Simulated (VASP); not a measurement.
# TiO2 (Pbcn) in VASP: single point with r2SCAN

Aim: the single point of TiO2 with r2SCAN.

All numbers are computed with VASP 6.6.1; they aren't measurements. Logs are shortened: lines on timing, memory, paths and dates and some standing lists are left out, and cuts for length are marked.

## (1) The cell of the first run

It takes space group Pbcn (No. 60, orthorhombic). The conventional cell has a = 4.544 Å, b = 5.514 Å, c = 4.895 Å, α = 90.00°, β = 90.00°, γ = 90.00°. Ti (site symmetry 2) has 6 O at 1.87 to 2.10 Å within 2.5 Å. O (site symmetry 1) has 3 Ti at 1.87 to 2.10 Å and 12 O at 2.58 to 2.97 Å within 3.0 Å.

## (2) Single point, r2SCAN

Input file POSCAR:

```
TiO2
1.0
    4.5444713988      0.0000000000      0.0000000000
    0.0000000000      5.5138740228      0.0000000000
    0.0000000000      0.0000000000      4.8945412130
Ti O
4 8
Direct
    0.0000000000      0.1756339016      0.2500000000
    0.5000000000      0.3243660984      0.7500000000
    0.0000000000      0.8243660984      0.7500000000
    0.5000000000      0.6756339016      0.2500000000
    0.2710995859      0.3817595928      0.4190959164
    0.2289004141      0.1182404072      0.9190959164
    0.7710995859      0.1182404072      0.5809040836
    0.7289004141      0.3817595928      0.0809040836
    0.7289004141      0.6182404072      0.5809040836
    0.7710995859      0.8817595928      0.0809040836
    0.2289004141      0.8817595928      0.4190959164
    0.2710995859      0.6182404072      0.9190959164
```

Input file INCAR.step1:

```
SYSTEM = TiO2
ALGO     = Normal         ! electronic algorithm
EDIFF    = 1E-4           ! SCF threshold, eV
ENCUT    = 520            ! plane-wave cutoff, eV
GGA      = PE             ! functional
ISMEAR   = 0              ! smearing method
LASPH    = .True.         ! aspherical terms in the spheres
LCHARG   = .False.        ! write CHGCAR
LREAL    = .False.        ! projectors in reciprocal space
LWAVE    = .True.         ! write WAVECAR
NBANDS   = 60             ! bands
NELM     = 60             ! most SCF steps
PREC     = Accurate       ! precision mode
SIGMA    = 0.1            ! smearing width, eV
```

Input file INCAR.step2:

```
SYSTEM = TiO2
ALGO     = Normal         ! electronic algorithm
EDIFF    = 1E-6           ! SCF threshold, eV
ENCUT    = 520            ! plane-wave cutoff, eV
ISIF     = 2              ! what is computed and relaxed
ISMEAR   = 0              ! smearing method
ISTART   = 1            
LASPH    = .True.         ! aspherical terms in the spheres
LCHARG   = .False.        ! write CHGCAR
LMIXTAU  = .True.       
LREAL    = .False.        ! projectors in reciprocal space
LWAVE    = .False.        ! write WAVECAR
METAGGA  = R2SCAN         ! meta-GGA
NBANDS   = 60             ! bands
NELM     = 60             ! most SCF steps
PREC     = Accurate       ! precision mode
SIGMA    = 0.1            ! smearing width, eV
```

Input file KPOINTS:

```
k-points
0
Gamma
  4 4 4
  0 0 0
```

Potentials or basis: VASP PAW PBE potentials, release 64 (Ti_sv, O).

On the command line:

```
$ cat potpaw_PBE.64/Ti_sv/POTCAR potpaw_PBE.64/O/POTCAR > POTCAR
$ cp INCAR.step1 INCAR
$ mpirun -np 1 vasp_std > vasp.out
$ cp INCAR.step2 INCAR
$ mpirun -np 1 vasp_std > vasp.out
```

OUTCAR:

```text
SYSTEM = TiO2
   EDIFF = 1E-6
   ENCUT = 520
   ISIF = 2
   ISMEAR = 0
   ISTART = 1
   LASPH = .True.
   LREAL = .False.
   METAGGA = R2SCAN
   NELM = 60
   PREC = Accurate

 ion  position               nearest neighbor table
   1  0.000  0.176  0.250-   5 1.87   8 1.87   7 1.95   6 1.95  10 2.10  11 2.10
   2  0.500  0.324  0.750-   6 1.87   7 1.87   8 1.95   5 1.95   9 2.10  12 2.10
   3  0.000  0.824  0.750-  12 1.87   9 1.87  10 1.95  11 1.95   7 2.10   6 2.10
   4  0.500  0.676  0.250-  11 1.87  10 1.87   9 1.95  12 1.95   8 2.10   5 2.10
   5  0.271  0.382  0.419-   1 1.87   2 1.95   4 2.10
   6  0.229  0.118  0.919-   2 1.87   1 1.95   3 2.10
   7  0.771  0.118  0.581-   2 1.87   1 1.95   3 2.10
   8  0.729  0.382  0.081-   1 1.87   2 1.95   4 2.10
   9  0.729  0.618  0.581-   3 1.87   4 1.95   2 2.10
  10  0.771  0.882  0.081-   4 1.87   3 1.95   1 2.10
  11  0.229  0.882  0.419-   4 1.87   3 1.95   1 2.10
  12  0.271  0.618  0.919-   3 1.87   4 1.95   2 2.10

  LATTYP: Found a simple orthorhombic cell.
 ALAT       =     4.5444713988
 B/A-ratio  =     1.0770320206
 C/A-ratio  =     1.2133147156

  Lattice vectors:

 A1 = (  -4.5444713988,   0.0000000000,   0.0000000000)
 A2 = (   0.0000000000,   0.0000000000,   4.8945412130)
 A3 = (   0.0000000000,   5.5138740228,   0.0000000000)

Analysis of symmetry for initial positions (statically):
=====================================================================
 Subroutine PRICEL returns:
 Original cell was already a primitive cell.

 Routine SETGRP: Setting up the symmetry group for a
 simple orthorhombic supercell.

 Subroutine GETGRP returns: Found  8 space group operations
 (whereof  2 operations were pure point group operations)
 out of a pool of  8 trial point group operations.

The static configuration has the point symmetry S_2 .
 The point group associated with its full space group is D_2h.

Analysis of symmetry for dynamics (positions and initial velocities):
=====================================================================
 Subroutine PRICEL returns:
 Original cell was already a primitive cell.

 Routine SETGRP: Setting up the symmetry group for a
 simple orthorhombic supercell.

 Subroutine GETGRP returns: Found  8 space group operations
 (whereof  2 operations were pure point group operations)
 out of a pool of  8 trial point group operations.

The dynamic configuration has the point symmetry S_2 .
[... 130 lines left out ...]
   PSTRESS=    0.0 pullay stress
   NELECT =      96.0000    total number of electrons
   NUPDOWN=      -1.0000    fix difference up-down
   EMIN   =  10.00;   EMAX   =-10.00  energy-range for DOS
   EFERMI =   0.00;   METHOD = LEGACY
   ISMEAR =     0;   SIGMA  =   0.10  broadening in eV -4-tet -1-fermi 0-gaus
   EFERMI_NEDOS =   21; number of points for ismear=-14 and -15
   IALGO  =     38    algorithm
   IMIX   =      4    mixing-type and parameters
     AMIX     =   0.40;   BMIX     =  1.00
     AMIX_MAG =   1.60;   BMIX_MAG =  1.00
  volume/ion in A,a.u.               =      10.22        68.97
  Fermi-wavevector in a.u.,A,eV,Ry     =   1.508740  2.851106 30.970907  2.276297
  Thomas-Fermi vector in A             =   2.619155
   LORBIT       =      0    0 simple, 1 ext, 2 COOP (PROOUT), +10 PAW based schemes
   METAGGA = R2SCAN    functional components
   LHFCALC =     F    Hartree Fock is set to
   AEXX    =    0.0000 exact exchange contribution
   IVDW    =     0    specifies the selected vdW correction
   LEPSILON=     F    determine dielectric tensor
   LRPA    =     F    only Hartree local field effects (RPA)
 non-spin polarized calculation
 Gauss-broadening in eV      SIGMA  =   0.10
  energy-cutoff  :      520.00
  volume of cell :      122.65
 maximum number of plane-waves:      3336
 NGX is ok and might be reduce to    36
   NGX = 17   NGY = 21   NGZ = 19

 number of electron      96.0000008 magnetization

 Free energy of the ion-electron system (eV)
  ---------------------------------------------------
  ext. energy  EPLUGINS =         0.00000000
  ---------------------------------------------------
  free energy    TOTEN  =      -139.62942500 eV

  energy without entropy =     -139.62942500  energy(sigma->0) =     -139.62942500

 E-fermi :   4.7861     XC(G=0): -12.2907

 val. band max:        4.3340138628   @ k =   0.0000   0.0000   0.0000
 cond. band min:       7.3932475371   @ k =   0.0000   0.0000   0.5000
 fundamental gap:      3.0592336743
 Fermi energy:         4.7861144850

 k-point     1 :       0.0000    0.0000    0.0000
  band No.  band energies     occupation
      1     -54.2561      2.00000
      2     -54.2323      2.00000
      3     -54.2265      2.00000
      4     -54.2199      2.00000
      5     -29.6575      2.00000
      6     -29.5736      2.00000
[... 1501 lines left out ...]
     59       8.7760      0.00000
     60       8.7760      0.00000

 [... further k-points ...]

------------------------ aborting loop because EDIFF is reached ----------------------------------------

  FORCE on cell =-STRESS in cart. coord.  units (eV):
  Direction    XX          YY          ZZ          XY          YZ          ZX
  --------------------------------------------------------------------------------------
  -------------------------------------------------------------------------------------
  Total        1.0846193      0.8185971      1.1182880      0.0000000      0.0000000      0.0000000
  in kB       14.1688865     10.6937147     14.6087160      0.0000000      0.0000000      0.0000000
  external PRESSURE =      13.1571057 kB  Pullay stress =       0.0000000 kB

 VOLUME and BASIS-vectors are now :
 -----------------------------------------------------------------------------
  energy-cutoff  :      520.00
  volume of cell :      122.65
      direct lattice vectors                 reciprocal lattice vectors
     4.544471399  0.000000000  0.000000000     0.220047595  0.000000000  0.000000000
     0.000000000  5.513874023  0.000000000     0.000000000  0.181360690  0.000000000
     0.000000000  0.000000000  4.894541213     0.000000000  0.000000000  0.204309241

 POSITION                                       TOTAL-FORCE (eV/Angst)
 -----------------------------------------------------------------------------------
      0.00000      0.96842      1.22364         0.000000     -0.106228     -0.000000
      2.27224      1.78851      3.67091         0.000000      0.106228     -0.000000
      0.00000      4.54545      3.67091         0.000000      0.106228     -0.000000
      2.27224      3.72536      1.22364         0.000000     -0.106228     -0.000000
      1.23200      2.10497      2.05128         0.030608      0.067093      0.004107
      1.04023      0.65196      4.49855        -0.030608     -0.067093      0.004107
      3.50424      0.65196      2.84326         0.030608     -0.067093     -0.004107
      3.31247      2.10497      0.39599        -0.030608      0.067093     -0.004107
      3.31247      3.40890      2.84326        -0.030608     -0.067093     -0.004107
      3.50424      4.86191      0.39599         0.030608      0.067093     -0.004107
      1.04023      4.86191      2.05128        -0.030608      0.067093      0.004107
      1.23200      3.40890      4.49855         0.030608     -0.067093      0.004107
 -----------------------------------------------------------------------------------
    total drift:                               -0.000000     -0.000000     -0.000000

  FREE ENERGIE OF THE ION-ELECTRON SYSTEM (eV)
  ---------------------------------------------------
  free  energy   TOTEN  =      -139.6294249962 eV

  energy  without entropy=     -139.6294249962  energy(sigma->0) =     -139.62942500
```

OUTCAR.step1:

```text
SYSTEM = TiO2
   EDIFF = 1E-4
   ENCUT = 520
   GGA = PE
   ISMEAR = 0
   LASPH = .True.
   LREAL = .False.
   NELM = 60
[... 1775 lines left out ...]
      3.50424      4.86191      0.39599        -0.013457      0.047775      0.005635
      1.04023      4.86191      2.05128         0.013457      0.047775     -0.005635
      1.23200      3.40890      4.49855        -0.013457     -0.047775     -0.005635
 -----------------------------------------------------------------------------------
    total drift:                               -0.000000     -0.000000     -0.000000

  FREE ENERGIE OF THE ION-ELECTRON SYSTEM (eV)
  ---------------------------------------------------
  free  energy   TOTEN  =      -107.3448152910 eV

  energy  without entropy=     -107.3448152910  energy(sigma->0) =     -107.34481529
```

Run time: 21 min. Hardware: 1 thread of AMD EPYC 7R43 (Zen 3), shared host; peak memory 0.3 GiB.

What came out:

- Free energy: -139.6294 eV
- Pressure: 1.3 GPa
- Largest force: 0.106 eV/Å
- Band gap on the k mesh: 3.06 eV (least direct gap 3.09 eV)

Forces in eV/Å, atoms in the order of the input:
```
Ti   0.000 -0.106  0.000
Ti   0.000  0.106  0.000
Ti   0.000  0.106  0.000
Ti   0.000 -0.106  0.000
O    0.031  0.067  0.004
O   -0.031 -0.067  0.004
O    0.031 -0.067 -0.004
O   -0.031  0.067 -0.004
O   -0.031 -0.067 -0.004
O    0.031  0.067 -0.004
O   -0.031  0.067  0.004
O    0.031 -0.067  0.004
```

Caveat: the PAW data sets were made with another functional, which shifts forces and pressure a little.
